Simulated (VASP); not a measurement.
# SnPt2Se3 (P6/mmm) in VASP: further runs

The runs below take SnPt2Se3 through single point, relaxation of cell and atoms, with PBE.

Everything below comes from runs of VASP 6.6.1. Logs are shortened: lines on timing, memory, paths and dates and some standing lists are left out, and cuts for length are marked.

## Step 1: The cell of the first run

The structure is hexagonal, space group P6/mmm (No. 191). The conventional cell has a = 6.429 Å, b = 6.429 Å, c = 3.735 Å, α = 90.00°, β = 90.00°, γ = 120.00°. Sn (site symmetry 6/mmm) has 6 Pt at 3.71 Å and 12 Se at 3.72 Å and 2 Sn at 3.74 Å within 4.9 Å. Pt (site symmetry -6m2) has 6 Se at 2.63 Å within 3.5 Å. Se (site symmetry mmm) has 4 Pt at 2.63 Å and 4 Se at 3.21 Å within 3.5 Å.

The cell was built from a structure type or drawn by symmetry, and may not be a known phase.

## Step 2: Single point, PBE

File INCAR:

```
ALGO = Normal
EDIFF = 1E-6
ENCUT = 520
GGA = PE
ISIF = 2
ISMEAR = 0
LASPH = True
LCHARG = False
LREAL = False
LWAVE = False
NBANDS = 35
NELM = 80
PREC = Accurate
SIGMA = 0.1
```

File KPOINTS:

```
k-points
0
Gamma
  3 3 4
```

File POSCAR:

```
SnPt2Se3
1.0
    6.4289008258      0.0000000000      0.0000000000
   -3.2144504129      5.5675914336      0.0000000000
    0.0000000000      0.0000000000      3.7352914838
Sn Pt Se
1 2 3
Direct
    0.0000000000      0.0000000000      0.0000000000
    0.3333333333      0.6666666667      0.0000000000
    0.6666666667      0.3333333333      0.0000000000
    0.5000000000      0.0000000000      0.5000000000
    0.5000000000      0.5000000000      0.5000000000
    0.0000000000      0.5000000000      0.5000000000
```

Potentials or basis: VASP PAW PBE potentials, release 64 (Sn_d, Pt, Se).

Run with:

```
cat potpaw_PBE.64/Sn_d/POTCAR potpaw_PBE.64/Pt/POTCAR potpaw_PBE.64/Se/POTCAR > POTCAR
mpirun -np 1 vasp_std > vasp.out
```

OUTCAR:

```text
EDIFF = 1E-6
   ENCUT = 520
   GGA = PE
   ISIF = 2
   ISMEAR = 0
   LASPH = True
   LREAL = False
   NELM = 80
   PREC = Accurate

 ion  position               nearest neighbor table
   1  0.000  0.000  0.000-
   2  0.333  0.667  0.000-   6 2.63   6 2.63   4 2.63   4 2.63   5 2.63   5 2.63
   3  0.667  0.333  0.000-   6 2.63   6 2.63   4 2.63   4 2.63   5 2.63   5 2.63
   4  0.500  0.000  0.500-   2 2.63   3 2.63   2 2.63   3 2.63
   5  0.500  0.500  0.500-   2 2.63   3 2.63   2 2.63   3 2.63
   6  0.000  0.500  0.500-   2 2.63   3 2.63   2 2.63   3 2.63

  LATTYP: Found a hexagonal cell.
 ALAT       =     6.4289008258
 C/A-ratio  =     0.5810155709

  Lattice vectors:

 A1 = (   6.4289008258,   0.0000000000,   0.0000000000)
 A2 = (  -3.2144504129,   5.5675914336,   0.0000000000)
 A3 = (   0.0000000000,   0.0000000000,   3.7352914838)

Analysis of symmetry for initial positions (statically):
=====================================================================
 Subroutine PRICEL returns:
 Original cell was already a primitive cell.

 Routine SETGRP: Setting up the symmetry group for a
 hexagonal supercell.

 Subroutine GETGRP returns: Found 24 space group operations
 (whereof 24 operations were pure point group operations)
 out of a pool of 24 trial point group operations.

The static configuration has the point symmetry D_6h.

Analysis of symmetry for dynamics (positions and initial velocities):
=====================================================================
 Subroutine PRICEL returns:
 Original cell was already a primitive cell.

 Routine SETGRP: Setting up the symmetry group for a
 hexagonal supercell.

 Subroutine GETGRP returns: Found 24 space group operations
 (whereof 24 operations were pure point group operations)
 out of a pool of 24 trial point group operations.

The dynamic configuration has the point symmetry D_6h.

 Subroutine INISYM returns: Found 24 space group operations
 (whereof 24 operations are pure point group operations),
 and found     1 'primitive' translations

----------------------------------------------------------------------------------------

                                     Primitive cell

  volume of cell :     133.6991

  direct lattice vectors                    reciprocal lattice vectors
     6.428900826  0.000000000  0.000000000     0.155547585  0.089805440  0.000000000
    -3.214450413  5.567591434  0.000000000     0.000000000  0.179610881  0.000000000
     0.000000000  0.000000000  3.735291484     0.000000000  0.000000000  0.267716724

  length of vectors
     6.428900826  6.428900826  3.735291484     0.179610881  0.179610881  0.267716724

  position of ions in fractional coordinates (direct lattice)
     0.000000000  0.000000000  0.000000000
     0.333333333  0.666666667  0.000000000
     0.666666667  0.333333333  0.000000000
     0.500000000  0.000000000  0.500000000
     0.500000000  0.500000000  0.500000000
     0.000000000  0.500000000  0.500000000

  ion indices of the primitive-cell ions
   primitive index   ion index
                 1           1
                 2           2
                 3           3
                 4           4
                 5           5
                 6           6

----------------------------------------------------------------------------------------

 KPOINTS: k-points

Automatic generation of k-mesh.
 Grid dimensions read from file:
 generate k-points for:    3    3    4

 Generating k-lattice:

  Cartesian coordinates                     Fractional coordinates (reciprocal lattice)
     0.051849195  0.029935147  0.000000000     0.333333333  0.000000000  0.000000000
     0.000000000  0.059870294  0.000000000     0.000000000  0.333333333  0.000000000
     0.000000000  0.000000000  0.066929181     0.000000000  0.000000000  0.250000000

  Length of vectors
     0.059870294  0.059870294  0.066929181

  Shift w.r.t. Gamma in fractional coordinates (k-lattice)
     0.000000000  0.000000000  0.000000000

 Subroutine IBZKPT returns following result:
 ===========================================

 Found      9 irreducible k-points:

 Following reciprocal coordinates:
            Coordinates               Weight
  0.000000  0.000000  0.000000      1.000000
  0.333333  0.000000  0.000000      6.000000
  0.333333  0.333333  0.000000      2.000000
  0.000000  0.000000  0.250000      2.000000
  0.333333  0.000000  0.250000     12.000000
  0.333333  0.333333  0.250000      4.000000
  0.000000  0.000000  0.500000      1.000000
  0.333333  0.000000  0.500000      6.000000
  0.333333  0.333333  0.500000      2.000000
   k-points           NKPTS =      9   k-points in BZ     NKDIM =      9   number of bands    NBANDS=     35
   number of dos      NEDOS =    301   number of ions     NIONS =      6
   total plane-waves  NPLWV =  64512
   dimension x,y,z NGX =    48 NGY =   48 NGZ =   28
   dimension x,y,z NGXF=    96 NGYF=   96 NGZF=   56
   ions per type =               1   2   3
   NGX,Y,Z   is equivalent  to a cutoff of  12.41, 12.41, 12.46 a.u.
   NGXF,Y,Z  is equivalent  to a cutoff of  24.82, 24.82, 24.92 a.u.
 SYSTEM =  unknown system
   PREC   = accura    normal or accurate (medium, high low for compatibility)
   ISTART =      0    job   : 0-new  1-cont  2-samecut
   ICHARG =      2    charge: 1-file 2-atom 10-const
   ISPIN  =      1    spin polarized calculation?
   LNONCOLLINEAR =      F non collinear calculations
   LSORBIT =      F    spin-orbit coupling
   LASPH  =      T    aspherical Exc in radial PAW
   ENCUT  =  520.0 eV  38.22 Ry    6.18 a.u.  11.95 11.95  6.95*2*pi/ulx,y,z
   NELM   =     80;   NELMIN=  2; NELMDL= -5     # of ELM steps
   EDIFF  = 0.1E-05   stopping-criterion for ELM
   LREAL  =      F    real-space projection
   EDIFFG = 0.1E-04   stopping-criterion for IOM
   NSW    =      0    number of steps for IOM
   IBRION =     -1    ionic relax: 0-MD 1-quasi-New 2-CG
   NFREE  =      0    steps in history (QN), initial steepest desc. (CG)
   ISIF   =      2    stress and relaxation
   ISYM   =      2    0-nonsym 1-usesym 2-fastsym
   POTIM  = 0.5000    time-step for ionic-motion
   TEBEG  =    0.0;   TEEND  =   0.0 temperature during run
   PSTRESS=    0.0 pullay stress
   NELECT =      52.0000    total number of electrons
   NUPDOWN=      -1.0000    fix difference up-down
   EMIN   =  10.00;   EMAX   =-10.00  energy-range for DOS
   EFERMI =   0.00;   METHOD = LEGACY
   ISMEAR =     0;   SIGMA  =   0.10  broadening in eV -4-tet -1-fermi 0-gaus
   EFERMI_NEDOS =   21; number of points for ismear=-14 and -15
   IALGO  =     38    algorithm
   IMIX   =      4    mixing-type and parameters
     AMIX     =   0.40;   BMIX     =  1.00
     AMIX_MAG =   1.60;   BMIX_MAG =  1.00
  volume/ion in A,a.u.               =      22.28       150.37
  Fermi-wavevector in a.u.,A,eV,Ry     =   1.194996  2.258215 19.429327  1.428015
  Thomas-Fermi vector in A             =   2.330972
   LORBIT       =      0    0 simple, 1 ext, 2 COOP (PROOUT), +10 PAW based schemes
   GGA     = PE    functional components
   LHFCALC =     F    Hartree Fock is set to
   AEXX    =    0.0000 exact exchange contribution
   IVDW    =     0    specifies the selected vdW correction
   LEPSILON=     F    determine dielectric tensor
   LRPA    =     F    only Hartree local field effects (RPA)
 non-spin polarized calculation
 Gauss-broadening in eV      SIGMA  =   0.10
  energy-cutoff  :      520.00
  volume of cell :      133.70
 maximum number of plane-waves:      3638
 NGX is ok and might be reduce to    48
   NGX = 23   NGY = 23   NGZ = 13

 number of electron      51.9999993 magnetization

 Free energy of the ion-electron system (eV)
  ---------------------------------------------------
  ext. energy  EPLUGINS =         0.00000000
  ---------------------------------------------------
  free energy    TOTEN  =       -25.61761874 eV

  energy without entropy =      -25.60020128  energy(sigma->0) =      -25.60891001

 E-fermi :   6.4048     XC(G=0): -10.5348

 val. band max:        6.3808538148   @ k =   0.3333   0.0000   0.5000
 cond. band min:       6.4863924572   @ k =   0.0000   0.0000   0.5000
 fundamental gap:      0.1055386424
 Fermi energy:         6.4047922954

 k-point     1 :       0.0000    0.0000    0.0000
  band No.  band energies     occupation
      1     -16.0104      2.00000
      2     -16.0104      2.00000
      3     -15.9189      2.00000
      4     -15.9134      2.00000
      5     -15.9134      2.00000
      6      -8.6000      2.00000
[... 27 lines left out ...]
     34      10.7479      0.00000
     35      12.7344      0.00000

 k-point     2 :       0.3333    0.0000    0.0000
  band No.  band energies     occupation
      1     -16.0105      2.00000
      2     -16.0103      2.00000
      3     -15.9189      2.00000
      4     -15.9134      2.00000
      5     -15.9134      2.00000
      6      -8.2888      2.00000
[... 27 lines left out ...]
     34      12.2223      0.00000
     35      13.6499      0.00000

 k-point     3 :       0.3333    0.3333    0.0000
  band No.  band energies     occupation
      1     -16.0103      2.00000
      2     -16.0103      2.00000
      3     -15.9189      2.00000
      4     -15.9134      2.00000
      5     -15.9134      2.00000
      6      -7.8072      2.00000
[... 27 lines left out ...]
     34      11.1520      0.00000
     35      14.5760      0.00000

 k-point     4 :       0.0000    0.0000    0.2500
  band No.  band energies     occupation
      1     -16.0096      2.00000
      2     -16.0096      2.00000
      3     -15.9206      2.00000
      4     -15.9206      2.00000
      5     -15.8949      2.00000
      6      -8.1976      2.00000
[... 27 lines left out ...]
     34      13.3070      0.00000
     35      13.3070      0.00000

 k-point     5 :       0.3333    0.0000    0.2500
  band No.  band energies     occupation
      1     -16.0097      2.00000
      2     -16.0095      2.00000
      3     -15.9207      2.00000
      4     -15.9206      2.00000
      5     -15.8949      2.00000
      6      -7.9247      2.00000
[... 27 lines left out ...]
     34      12.6399      0.00000
     35      13.3456      0.00000

 k-point     6 :       0.3333    0.3333    0.2500
  band No.  band energies     occupation
      1     -16.0096      2.00000
      2     -16.0096      2.00000
      3     -15.9207      2.00000
      4     -15.9207      2.00000
      5     -15.8948      2.00000
      6      -7.5128      2.00000
[... 27 lines left out ...]
     34      12.7153      0.00000
     35      12.7153      0.00000

 k-point     7 :       0.0000    0.0000    0.5000
  band No.  band energies     occupation
      1     -16.0088      2.00000
      2     -16.0088      2.00000
      3     -15.9278      2.00000
      4     -15.9278      2.00000
      5     -15.8708      2.00000
      6      -7.6955      2.00000
[... 27 lines left out ...]
     34      13.9554      0.00000
     35      14.0408      0.00000

 k-point     8 :       0.3333    0.0000    0.5000
  band No.  band energies     occupation
      1     -16.0089      2.00000
      2     -16.0088      2.00000
      3     -15.9280      2.00000
      4     -15.9279      2.00000
      5     -15.8708      2.00000
      6      -7.4850      2.00000
[... 27 lines left out ...]
     34      11.9985      0.00000
     35      12.2914      0.00000

 k-point     9 :       0.3333    0.3333    0.5000
  band No.  band energies     occupation
      1     -16.0088      2.00000
      2     -16.0088      2.00000
      3     -15.9280      2.00000
      4     -15.9280      2.00000
      5     -15.8707      2.00000
      6      -7.1772      2.00000
[... 27 lines left out ...]
     34      12.5007      0.00000
     35      12.5007      0.00000

------------------------ aborting loop because EDIFF is reached ----------------------------------------

  FORCE on cell =-STRESS in cart. coord.  units (eV):
  Direction    XX          YY          ZZ          XY          YZ          ZX
  --------------------------------------------------------------------------------------
  -------------------------------------------------------------------------------------
  Total        0.0116367      0.0116367     -0.0560041      0.0000000      0.0000000      0.0000000
  in kB        0.1394484      0.1394484     -0.6711225      0.0000000      0.0000000      0.0000000
  external PRESSURE =      -0.1307419 kB  Pullay stress =       0.0000000 kB

 VOLUME and BASIS-vectors are now :
 -----------------------------------------------------------------------------
  energy-cutoff  :      520.00
  volume of cell :      133.70
      direct lattice vectors                 reciprocal lattice vectors
     6.428900826  0.000000000  0.000000000     0.155547585  0.089805440  0.000000000
    -3.214450413  5.567591434  0.000000000     0.000000000  0.179610881  0.000000000
     0.000000000  0.000000000  3.735291484     0.000000000  0.000000000  0.267716724

 POSITION                                       TOTAL-FORCE (eV/Angst)
 -----------------------------------------------------------------------------------
      0.00000      0.00000      0.00000         0.000000      0.000000      0.000000
     -0.00000      3.71173      0.00000         0.000000     -0.000000      0.000000
      3.21445      1.85586      0.00000        -0.000000      0.000000     -0.000000
      3.21445      0.00000      1.86765         0.000000      0.000000      0.000000
      1.60723      2.78380      1.86765        -0.000000      0.000000      0.000000
     -1.60723      2.78380      1.86765         0.000000      0.000000      0.000000
 -----------------------------------------------------------------------------------
    total drift:                               -0.000000      0.000000      0.000000

  FREE ENERGIE OF THE ION-ELECTRON SYSTEM (eV)
  ---------------------------------------------------
  free  energy   TOTEN  =       -25.6176187389 eV

  energy  without entropy=      -25.6002012783  energy(sigma->0) =      -25.60891001
```

Wall time 60 s (1 thread of AMD EPYC 7R43 (Zen 3), shared host); peak memory 0.22 GiB.

Results:

| Item | Value |
| --- | --- |
| Free energy | -25.6176 eV |
| Pressure | 0.0 GPa |
| Band gap on the k mesh | zero (bands 26 and 27 overlap by 1.66 eV) |

Stress tensor (GPa, compression positive):
```
 0.01  0.00  0.00
 0.00  0.01  0.00
 0.00  0.00 -0.07
```

Caveat: the k points lie up to 0.42 Å⁻¹ apart, too coarse for converged energies and pressures of a metal; spin-orbit coupling is left out, which moves the levels of the heavy elements.

## Step 3: Single point, PBE

This run uses another cell than the first one, of 24.46 Å³/atom.

File INCAR:

```
ALGO = Normal
EDIFF = 1E-6
ENCUT = 520
GGA = PE
ISIF = 2
ISMEAR = 0
LASPH = T
LCHARG = F
LREAL = F
LWAVE = F
NBANDS = 35
NELM = 60
PREC = Accurate
SIGMA = 0.1
```

KPOINTS is that of step 2.

File POSCAR:

```
SnPt2Se3
1.0
    6.0303875400      0.0000000000      0.0000000000
   -3.0151937700      5.2224688000      0.0000000000
    0.0000000000      0.0000000000      4.6597496100
Sn Pt Se
1 2 3
Direct
    0.0000000000      0.0000000000      0.0000000000
    0.3333333300      0.6666666700      0.0000000000
    0.6666666700      0.3333333300      0.0000000000
    0.5000000000      0.0000000000      0.5000000000
    0.5000000000      0.5000000000      0.5000000000
    0.0000000000      0.5000000000      0.5000000000
```

Potentials or basis: VASP PAW PBE potentials, release 64 (Sn_d, Pt, Se).

Run with:

```
cat potpaw_PBE.64/Sn_d/POTCAR potpaw_PBE.64/Pt/POTCAR potpaw_PBE.64/Se/POTCAR > POTCAR
mpirun -np 1 vasp_std > vasp.out
```

It took 79 s on 1 thread of AMD EPYC 7R43 (Zen 3), shared host; peak memory 0.25 GiB.

The run converged. Its results:

| Property | Result |
| --- | --- |
| Free energy | -24.2296 eV |
| Pressure | -9.4 GPa |
| Band gap on the k mesh | zero (bands 26 and 27 overlap by 2.26 eV) |

Stress tensor (GPa, compression positive):
```
 -6.49   0.00   0.00
  0.00  -6.49   0.00
  0.00   0.00 -15.28
```

Levels at points of the mesh, in eV from the Fermi level:
| k point | band 23 | band 24 | band 25 | band 26 | band 27 | band 28 | band 29 | band 30 |
| --- | --- | --- | --- | --- | --- | --- | --- | --- |
| (0.00, 0.00, 0.00) | -0.94 | -0.71 | 0.86 | 1.36 | 1.36 | 1.59 | 1.59 | 1.88 |
| (0.00, 0.00, 0.50) | -1.43 | -0.95 | -0.95 | -0.63 | 0.37 | 0.94 | 1.18 | 1.18 |

Caveat: the k points lie up to 0.40 Å⁻¹ apart, too coarse for converged energies and pressures of a metal; spin-orbit coupling is left out, which moves the levels of the heavy elements.

## Step 4: Single point, PBE

This run uses another cell than the first one, of 22.77 Å³/atom.

File INCAR:

```
SYSTEM = SnPt2Se3
PREC     = Accurate       ! precision mode
ENCUT    = 520            ! plane-wave cutoff, eV
EDIFF    = 1E-7           ! SCF threshold, eV
ISMEAR   = 0              ! smearing method
SIGMA    = 0.1            ! smearing width, eV
LREAL    = .False.        ! projectors in reciprocal space
LASPH    = .True.         ! aspherical terms in the spheres
NELM     = 60             ! most SCF steps
ALGO     = Normal         ! electronic algorithm
ISIF     = 2              ! what is computed and relaxed
LWAVE    = .False.        ! write WAVECAR
LCHARG   = .False.        ! write CHGCAR
GGA      = PE             ! functional
NBANDS   = 35             ! bands
```

File KPOINTS:

```
regular mesh
0
Gamma
  3 3 6
  0 0 0
```

File POSCAR:

```
SnPt2Se3
1.0
    6.6521197840      0.0000000000      0.0000000000
   -3.3260598920      5.7609047220      0.0000000000
    0.0000000000      0.0000000000      3.5652888315
Sn Pt Se
1 2 3
Direct
    0.0000000000      0.0000000000      0.0000000000
    0.3333333333      0.6666666667      0.0000000000
    0.6666666667      0.3333333333      0.0000000000
    0.5000000000      0.0000000000      0.5000000000
    0.5000000000      0.5000000000      0.5000000000
    0.0000000000      0.5000000000      0.5000000000
```

Run with:

```
cat potpaw_PBE.64/Sn_d/POTCAR potpaw_PBE.64/Pt/POTCAR potpaw_PBE.64/Se/POTCAR > POTCAR
mpirun -np 1 vasp_std > vasp.out
```

Run time: 1.7 min. Hardware: 1 thread of AMD EPYC 7R43 (Zen 3), shared host; peak memory 0.23 GiB.

Results (log left out):

* Free energy: -25.5635 eV
* Pressure: -0.2 GPa
* Band gap on the k mesh: zero (bands 26 and 27 overlap by 1.82 eV)

Levels at points of the mesh, in eV from the Fermi level:
```csv
k point,band 23,band 24,band 25,band 26,band 27,band 28,band 29,band 30,band 31,band 32
"(0.00, 0.00, 0.00)",-2.20,-0.73,0.45,0.45,1.28,2.18,2.18,2.22,2.22,4.36
"(0.00, 0.00, 0.50)",-1.89,-1.84,-1.17,-1.17,-1.07,-0.15,0.57,0.57,2.92,2.92
```

Caveat: the k points lie up to 0.36 Å⁻¹ apart, too coarse for converged energies and pressures of a metal; spin-orbit coupling is left out, which moves the levels of the heavy elements.

(Continued in part 2 of 2.)
